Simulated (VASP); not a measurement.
Here is a VASP 6.6.1 calculation.

Contents of INCAR:

```
SYSTEM = SrO
PREC = Accurate
ENCUT = 520
EDIFF = 1E-7
ISMEAR = 0
SIGMA = 0.01
LREAL = .FALSE.
LASPH = .TRUE.
NELM = 60
ALGO = Normal
ISIF = 2
LWAVE = .FALSE.
LCHARG = .FALSE.
GGA = CA
NBANDS = 15
```

File KPOINTS:

```
regular mesh
0
G
  8 8 8
  0 0 0
```

POSCAR

```
SrO
1.0
    0.0000000000      2.5798927426      2.5798927426
    2.5798927426      0.0000000000      2.5798927426
    2.5798927426      2.5798927426      0.0000000000
Sr O
1 1
Direct
    0.5000000000      0.5000000000      0.5000000000
    0.0000000000      0.0000000000      0.0000000000
```

Potentials or basis: VASP PAW LDA potentials, release 64 (Sr_sv, O).

Run with:

```bash
$ cat potpaw_LDA.64/Sr_sv/POTCAR potpaw_LDA.64/O/POTCAR > POTCAR
$ mpirun -np 1 vasp_std > vasp.out
```

Q: What does it give for the band gap on the k mesh?

A: 3.11 eV, indirect (least direct gap 3.20 eV).

Q: What does it give for the pressure?

A: -4.5 GPa.

A k mesh can miss the band edges. Expect the measured gap to be larger: semilocal functionals such as LDA lack the derivative discontinuity.
